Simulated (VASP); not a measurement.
# Zr (P6_3/mmc) in VASP: a series of runs

Runs on Zr. Level: RPBE. Tasks: single point.

Everything below comes from runs of VASP 6.6.1. Logs are shortened: lines on timing, memory, paths and dates and some standing lists are left out, and cuts for length are marked.

## 1. The cell of the first run

It takes space group P6_3/mmc (No. 194, hexagonal). The conventional cell has a = 3.171 Å, b = 3.171 Å, c = 5.067 Å, α = 90.00°, β = 90.00°, γ = 120.00°. Zr (site symmetry -6m2) has 12 Zr at 3.13 to 3.17 Å within 4.1 Å.

## 2. Single point, RPBE (volume scaled by 0.92)

Input file INCAR:

```
ALGO = Normal
EDIFF = 1E-7
ENCUT = 520
GGA = RP
ISIF = 2
ISMEAR = -1
LASPH = True
LCHARG = True
LELF = True
LREAL = False
LVHAR = True
LWAVE = False
NBANDS = 19
NELM = 80
PREC = Accurate
SIGMA = 0.1
```

Input file KPOINTS:

```
k-points
0
Gamma
  18 18 10
```

Input file POSCAR:

```
Zr
1.0
    3.1705770481      0.0000000000      0.0000000000
   -1.5852885240      2.7458002683      0.0000000000
    0.0000000000      0.0000000000      5.0667900002
Zr
2
Direct
    0.3333333333      0.6666666667      0.2500000000
    0.6666666667      0.3333333333      0.7500000000
```

Potentials or basis: VASP PAW PBE potentials, release 64 (Zr_sv).

On the command line:

```
$ cat potpaw_PBE.64/Zr_sv/POTCAR > POTCAR
$ mpirun -np 1 vasp_std > vasp.out
```

OUTCAR:

```text
EDIFF = 1E-7
   ENCUT = 520
   GGA = RP
   ISIF = 2
   ISMEAR = -1
   LASPH = True
   LREAL = False
   NELM = 80
   PREC = Accurate

 ion  position               nearest neighbor table
   1  0.333  0.667  0.250-   2 3.13   2 3.13   2 3.13   2 3.13   2 3.13   2 3.13
   2  0.667  0.333  0.750-   1 3.13   1 3.13   1 3.13   1 3.13   1 3.13   1 3.13

  LATTYP: Found a hexagonal cell.
 ALAT       =     3.1705770481
 C/A-ratio  =     1.5980655645

  Lattice vectors:

 A1 = (   3.1705770481,   0.0000000000,   0.0000000000)
 A2 = (  -1.5852885240,   2.7458002683,   0.0000000000)
 A3 = (   0.0000000000,   0.0000000000,   5.0667900002)

Analysis of symmetry for initial positions (statically):
=====================================================================
 Subroutine PRICEL returns:
 Original cell was already a primitive cell.

 Routine SETGRP: Setting up the symmetry group for a
 hexagonal supercell.

 Subroutine GETGRP returns: Found 24 space group operations
 (whereof 12 operations were pure point group operations)
 out of a pool of 24 trial point group operations.

The static configuration has the point symmetry D_3d.
 The point group associated with its full space group is D_6h.

Analysis of symmetry for dynamics (positions and initial velocities):
=====================================================================
 Subroutine PRICEL returns:
 Original cell was already a primitive cell.

 Routine SETGRP: Setting up the symmetry group for a
 hexagonal supercell.

 Subroutine GETGRP returns: Found 24 space group operations
 (whereof 12 operations were pure point group operations)
 out of a pool of 24 trial point group operations.

The dynamic configuration has the point symmetry D_3d.
 The point group associated with its full space group is D_6h.

 Subroutine INISYM returns: Found 24 space group operations
 (whereof 12 operations are pure point group operations),
 and found     1 'primitive' translations

----------------------------------------------------------------------------------------

                                     Primitive cell

  volume of cell :      44.1103

  direct lattice vectors                    reciprocal lattice vectors
     3.170577048  0.000000000  0.000000000     0.315400000  0.182096275  0.000000000
    -1.585288524  2.745800268  0.000000000     0.000000000  0.364192549  0.000000000
     0.000000000  0.000000000  5.066790000     0.000000000  0.000000000  0.197363617

  length of vectors
     3.170577048  3.170577048  5.066790000     0.364192549  0.364192549  0.197363617

  position of ions in fractional coordinates (direct lattice)
     0.333333333  0.666666667  0.250000000
     0.666666667  0.333333333  0.750000000

  ion indices of the primitive-cell ions
   primitive index   ion index
                 1           1
                 2           2

----------------------------------------------------------------------------------------

 KPOINTS: k-points

Automatic generation of k-mesh.
 Grid dimensions read from file:
 generate k-points for:   18   18   10

 Generating k-lattice:

  Cartesian coordinates                     Fractional coordinates (reciprocal lattice)
     0.017522222  0.010116460  0.000000000     0.055555556  0.000000000  0.000000000
     0.000000000  0.020232919  0.000000000     0.000000000  0.055555556  0.000000000
     0.000000000  0.000000000  0.019736362     0.000000000  0.000000000  0.100000000

  Length of vectors
     0.020232919  0.020232919  0.019736362

  Shift w.r.t. Gamma in fractional coordinates (k-lattice)
     0.000000000  0.000000000  0.000000000

 Subroutine IBZKPT returns following result:
 ===========================================

 Found    222 irreducible k-points:

 Following reciprocal coordinates:
            Coordinates               Weight
  0.000000  0.000000  0.000000      1.000000
  0.055556  0.000000  0.000000      6.000000
  0.111111  0.000000  0.000000      6.000000
  0.166667  0.000000  0.000000      6.000000
  0.222222 -0.000000  0.000000      6.000000
  0.277778  0.000000  0.000000      6.000000
[... 16 lines left out ...]
  0.333333  0.111111  0.000000     12.000000
  0.388889  0.111111  0.000000     12.000000
 [... further k-points ...]
   k-points           NKPTS =    222   k-points in BZ     NKDIM =    222   number of bands    NBANDS=     19
   number of dos      NEDOS =    301   number of ions     NIONS =      2
   total plane-waves  NPLWV =  23040
   dimension x,y,z NGX =    24 NGY =   24 NGZ =   40
   dimension x,y,z NGXF=    48 NGYF=   48 NGZF=   80
   ions per type =               2
   NGX,Y,Z   is equivalent  to a cutoff of  12.58, 12.58, 13.12 a.u.
   NGXF,Y,Z  is equivalent  to a cutoff of  25.17, 25.17, 26.25 a.u.
 SYSTEM =  unknown system
   PREC   = accura    normal or accurate (medium, high low for compatibility)
   ISTART =      0    job   : 0-new  1-cont  2-samecut
   ICHARG =      2    charge: 1-file 2-atom 10-const
[... 89 lines left out ...]
      3     -17.6385      2.00000
      4     -16.7622      2.00000
      5     -16.6953      2.00000
      6     -16.6028      2.00000
[... 11 lines left out ...]
     18      11.6661      0.00000
     19      14.6195      0.00000

 k-point     4 :       0.1667    0.0000    0.0000
  band No.  band energies     occupation
      1     -39.0299      2.00000
      2     -38.8620      2.00000
      3     -17.5859      2.00000
      4     -16.8742      2.00000
      5     -16.7302      2.00000
      6     -16.7149      2.00000
[... 11 lines left out ...]
     18      12.0248      0.00000
     19      14.8107      0.00000

 k-point     5 :       0.2222   -0.0000    0.0000
  band No.  band energies     occupation
      1     -39.0045      2.00000
      2     -38.8529      2.00000
      3     -17.5169      2.00000
      4     -17.0111      2.00000
      5     -16.8478      2.00000
      6     -16.7714      2.00000
[... 11 lines left out ...]
     18      12.5435      0.00000
     19      14.9871      0.00000

 k-point     6 :       0.2778    0.0000    0.0000
  band No.  band energies     occupation
      1     -38.9761      2.00000
      2     -38.8443      2.00000
      3     -17.4360      2.00000
      4     -17.1561      2.00000
      5     -16.9844      2.00000
      6     -16.8140      2.00000
[... 11 lines left out ...]
     18      13.1636      0.00000
     19      15.1271      0.00000

 k-point     7 :       0.3333    0.0000    0.0000
  band No.  band energies     occupation
      1     -38.9477      2.00000
      2     -38.8379      2.00000
      3     -17.3493      2.00000
      4     -17.2912      2.00000
      5     -17.1087      2.00000
      6     -16.8529      2.00000
[... 11 lines left out ...]
     18      13.8401      0.00000
     19      15.2264      0.00000

 k-point     8 :       0.3889    0.0000    0.0000
  band No.  band energies     occupation
      1     -38.9224      2.00000
      2     -38.8346      2.00000
      3     -17.4004      2.00000
      4     -17.2656      2.00000
      5     -17.2076      2.00000
      6     -16.8839      2.00000
[... 256 lines left out ...]
 k-point    20 :       0.1667    0.1111    0.0000
  band No.  band energies     occupation
      1     -38.9943      2.00000
      2     -38.8496      2.00000
      3     -17.4884      2.00000
      4     -17.0191      2.00000
      5     -16.9498      2.00000
      6     -16.7509      2.00000
[... 11 lines left out ...]
     18      12.9875      0.00000
     19      14.8948      0.00000

 k-point    21 :       0.2222    0.1111    0.0000
  band No.  band energies     occupation
      1     -38.9671      2.00000
      2     -38.8419      2.00000
      3     -17.4095      2.00000
      4     -17.1505      2.00000
      5     -17.0488      2.00000
      6     -16.8143      2.00000
[... 11 lines left out ...]
     18      13.6992      0.00000
     19      14.9817      0.00000

 k-point    22 :       0.2778    0.1111    0.0000
  band No.  band energies     occupation
      1     -38.9399      2.00000
      2     -38.8365      2.00000
      3     -17.3245      2.00000
      4     -17.2764      2.00000
      5     -17.1358      2.00000
      6     -16.8749      2.00000
[... 11 lines left out ...]
     18      14.4772      0.00000
     19      15.0470      0.00000

 k-point    23 :       0.3333    0.1111    0.0000
  band No.  band energies     occupation
      1     -38.9154      2.00000
      2     -38.8341      2.00000
      3     -17.3783      2.00000
      4     -17.2416      2.00000
      5     -17.2055      2.00000
      6     -16.9236      2.00000
[... 11 lines left out ...]
     18      15.0887      0.00000
     19      15.2703      0.00000

 k-point    24 :       0.3889    0.1111    0.0000
  band No.  band energies     occupation
      1     -38.8973      2.00000
      2     -38.8347      2.00000
      3     -17.4442      2.00000
      4     -17.2507      2.00000
      5     -17.1743      2.00000
      6     -16.9549      2.00000
[... 11 lines left out ...]
     18      15.1105      0.00000
     19      15.9845      0.00000

 [... further k-points ...]

------------------------ aborting loop because EDIFF is reached ----------------------------------------

  FORCE on cell =-STRESS in cart. coord.  units (eV):
  Direction    XX          YY          ZZ          XY          YZ          ZX
  --------------------------------------------------------------------------------------
  -------------------------------------------------------------------------------------
  Total        2.2647785      2.2647785      2.4817432      0.0000000     -0.0000000      0.0000000
  in kB       82.2614099     82.2614099     90.1420170      0.0000000     -0.0000000      0.0000000
  external PRESSURE =      84.8882789 kB  Pullay stress =       0.0000000 kB

 VOLUME and BASIS-vectors are now :
 -----------------------------------------------------------------------------
  energy-cutoff  :      520.00
  volume of cell :       44.11
      direct lattice vectors                 reciprocal lattice vectors
     3.170577048  0.000000000  0.000000000     0.315400000  0.182096275  0.000000000
    -1.585288524  2.745800268  0.000000000     0.000000000  0.364192549  0.000000000
     0.000000000  0.000000000  5.066790000     0.000000000  0.000000000  0.197363617

 POSITION                                       TOTAL-FORCE (eV/Angst)
 -----------------------------------------------------------------------------------
     -0.00000      1.83053      1.26670        -0.000000      0.000000      0.000000
      1.58529      0.91527      3.80009         0.000000     -0.000000      0.000000
 -----------------------------------------------------------------------------------
    total drift:                               -0.000000      0.000000     -0.000000

  FREE ENERGIE OF THE ION-ELECTRON SYSTEM (eV)
  ---------------------------------------------------
  free  energy   TOTEN  =       -16.1309592860 eV

  energy  without entropy=      -16.0646159338  energy(sigma->0) =      -16.09778761
```

Run time: 48 s. Hardware: 1 thread of Intel Xeon 6975P-C (Granite Rapids), shared host; peak memory 0.27 GiB.

What came out:

```yaml
Free_energy: -16.1310 eV
Pressure: 8.5 GPa
Band_gap_on_the_k_mesh: zero (band 12 reaches 10.66 eV, above the bottom of band 13 at 9.43 eV)
```

Caveat: the cell differs from its parent crystal (volume scaled by 0.92); the PAW data sets were made with another functional, which shifts forces and pressure a little.

## 3. Single point, RPBE (volume scaled by 0.96)

Input file INCAR:

```
SYSTEM = Zr
ALGO = Normal
EDIFF = 1E-6
ENCUT = 520
GGA = RP
ISIF = 2
ISMEAR = -1
LASPH = .True.
LCHARG = .False.
LREAL = .False.
LWAVE = .False.
NBANDS = 19
NELM = 80
PREC = Accurate
SIGMA = 0.1
```

Input file KPOINTS:

```
k-points
0
Gamma
  18 18 10
  0 0 0
```

Input file POSCAR:

```
Zr
1.0
    3.2158771262      0.0000000000      0.0000000000
   -1.6079385631      2.7850312868      0.0000000000
    0.0000000000      0.0000000000      5.1391824951
Zr
2
Direct
    0.3333333333      0.6666666667      0.2500000000
    0.6666666667      0.3333333333      0.7500000000
```

Potentials or basis: VASP PAW PBE potentials, release 64 (Zr_sv).

On the command line:

```
$ cat potpaw_PBE.64/Zr_sv/POTCAR > POTCAR
$ mpirun -np 1 vasp_std > vasp.out
```

Wall time 52 s (1 thread of Intel Xeon 6975P-C (Granite Rapids), shared host); peak memory 0.27 GiB.

It converged, with:

```
Free energy            : -16.2051 eV
Pressure               : 3.9 GPa
Band gap on the k mesh : zero (band 12 reaches 10.17 eV, above the bottom of band 13 at 8.95 eV)
```

Stress tensor (GPa, compression positive):
```
3.75 0.00 0.00
0.00 3.75 0.00
0.00 0.00 4.11
```

Levels at points of the mesh, in eV from the Fermi level:
```tsv
k point	band 8	band 9	band 10	band 11	band 12	band 13	band 14	band 15	band 16	band 17
(0.00, 0.00, 0.00)	-26.32	-5.65	-3.03	0.90	0.90	1.02	1.20	1.60	1.60	2.22
(0.50, 0.00, 0.00)	-26.43	-2.58	-2.49	-2.15	-0.17	0.60	0.81	1.50	5.00	5.39
(0.00, 0.00, 0.50)	-26.39	-3.93	-3.93	0.05	0.05	0.82	0.82	0.82	0.82	4.03
(0.50, 0.00, 0.50)	-26.55	-2.87	-2.87	-1.05	-1.05	1.69	1.69	2.28	2.28	5.23
```

Caveat: the cell differs from its parent crystal (volume scaled by 0.96); the PAW data sets were made with another functional, which shifts forces and pressure a little.

## 4. Single point, RPBE

This run uses another cell than the first one, of 23.97 Å³/atom, 1.087 times its volume.

Input file INCAR:

```
SYSTEM = Zr
PREC     = Accurate       ! precision mode
ENCUT    = 520            ! plane-wave cutoff, eV
EDIFF    = 1E-6           ! SCF threshold, eV
ISMEAR   = -1             ! smearing method
SIGMA    = 0.1            ! smearing width, eV
LREAL    = .FALSE.        ! projectors in reciprocal space
LASPH    = .TRUE.         ! aspherical terms in the spheres
NELM     = 60             ! most SCF steps
ALGO     = Normal         ! electronic algorithm
ISIF     = 2              ! what is computed and relaxed
LWAVE    = .FALSE.        ! write WAVECAR
LCHARG   = .TRUE.         ! write CHGCAR
GGA      = RP             ! functional
LELF     = .TRUE.         ! ELF
LVHAR    = .TRUE.       
NBANDS   = 19             ! bands
```

Input file KPOINTS:

```
Automatic mesh
0
G
  18 18 10
  0 0 0
```

Input file POSCAR:

```
Zr
1.0
    3.2599357124      0.0000000000      0.0000000000
   -1.6299678562      2.8231871417      0.0000000000
    0.0000000000      0.0000000000      5.2095910046
Zr
2
Direct
    0.3333333333      0.6666666667      0.2500000000
    0.6666666667      0.3333333333      0.7500000000
```

On the command line:

```
$ cat potpaw_PBE.64/Zr_sv/POTCAR > POTCAR
$ mpirun -np 1 vasp_std > vasp.out
```

It took 52 s on 1 thread of Intel Xeon 6975P-C (Granite Rapids), shared host; peak memory 0.28 GiB.

Results (log left out):

| Item | Value |
| --- | --- |
| Free energy | -16.2284 eV |
| Pressure | 0.0 GPa |
| Band gap on the k mesh | zero (band 12 reaches 9.63 eV, above the bottom of band 13 at 8.49 eV) |

Stress tensor (GPa, compression positive):
```
-0.04  0.00  0.00
 0.00 -0.04  0.00
 0.00  0.00  0.04
```

Levels at points of the mesh, in eV from the Fermi level:
```tsv
k point	band 9	band 10	band 11	band 12	band 13	band 14	band 15	band 16
(0.00, 0.00, 0.00)	-5.57	-2.92	0.90	0.90	1.01	1.04	1.55	1.55
(0.50, 0.00, 0.00)	-2.44	-2.43	-2.03	-0.25	0.60	0.76	1.43	4.77
(0.00, 0.00, 0.50)	-3.91	-3.91	0.06	0.06	0.81	0.81	0.81	0.81
(0.50, 0.00, 0.50)	-2.75	-2.75	-0.98	-0.98	1.54	1.54	2.20	2.20
```

Caveat: the PAW data sets were made with another functional, which shifts forces and pressure a little.

## 5. Single point, RPBE (volume scaled by 1.04)

Input file INCAR:

```
SYSTEM = Zr
  PREC = Accurate
  ENCUT = 520
  EDIFF = 1E-6
  ISMEAR = -1
  SIGMA = 0.1
  LREAL = .FALSE.
  LASPH = .TRUE.
  NELM = 80
  ALGO = Normal
  ISIF = 2
  LWAVE = .FALSE.
  LCHARG = .TRUE.
  GGA = RP
  LELF = .TRUE.
  LVHAR = .TRUE.
  NBANDS = 19
```

Input file KPOINTS:

```
regular mesh
0
G
  18 18 10
  0 0 0
```

Input file POSCAR:

```
Zr
1.0
    3.3028345229      0.0000000000      0.0000000000
   -1.6514172614      2.8603386014      0.0000000000
    0.0000000000      0.0000000000      5.2781461163
Zr
2
Direct
    0.3333333333      0.6666666667      0.2500000000
    0.6666666667      0.3333333333      0.7500000000
```

On the command line:

```
$ cat potpaw_PBE.64/Zr_sv/POTCAR > POTCAR
$ mpirun -np 1 vasp_std > vasp.out
```

Run time: 86 s. Hardware: 1 thread of Intel Xeon 6975P-C (Granite Rapids), shared host; peak memory 0.3 GiB.

It converged, with:

```yaml
Free_energy: -16.2091 eV
Pressure: -3.3 GPa
Band_gap_on_the_k_mesh: zero (band 12 reaches 9.20 eV, above the bottom of band 13 at 8.05 eV)
```

Stress tensor (GPa, compression positive):
```
-3.24  0.00  0.00
 0.00 -3.24  0.00
 0.00  0.00 -3.35
```

Levels at points of the mesh, in eV from the Fermi level:
```
           k point  band 10  band 11  band 12  band 13  band 14  band 15
(0.00, 0.00, 0.00)    -2.82     0.89     0.89     0.91     0.99     1.51
(0.50, 0.00, 0.00)    -2.30    -1.92    -0.32     0.60     0.72     1.36
(0.00, 0.00, 0.50)    -3.88     0.06     0.06     0.80     0.80     0.80
(0.50, 0.00, 0.50)    -2.64    -0.92    -0.92     1.41     1.41     2.12
```

Caveat: the cell differs from its parent crystal (volume scaled by 1.04); the PAW data sets were made with another functional, which shifts forces and pressure a little.

## 6. Overview

| cell | gap on the mesh (eV) | pressure (GPa) |
| --- | --- | --- |
| a = 3.171, b = 3.171, c = 5.067 Å, angles 90.0, 90.0, 120.0°, 2 atoms | none | 8.5 |
| a = 3.216, b = 3.216, c = 5.139 Å, angles 90.0, 90.0, 120.0°, 2 atoms | none | 3.9 |
| a = 3.260, b = 3.260, c = 5.210 Å, angles 90.0, 90.0, 120.0°, 2 atoms | none | 0.0 |
| a = 3.303, b = 3.303, c = 5.278 Å, angles 90.0, 90.0, 120.0°, 2 atoms | none | -3.3 |

Alike in all rows: task single point; level RPBE; potentials or basis VASP PAW PBE potentials, release 64 (Zr_sv); no spin polarisation; k mesh 18 × 18 × 10; cutoff (eV) 520; smearing fermi-dirac 0.1 eV.

Caveats: the PAW data sets were made with another functional, which shifts forces and pressure a little.

Total energies depend on the potentials used, so only differences within one code and one set of settings carry meaning.
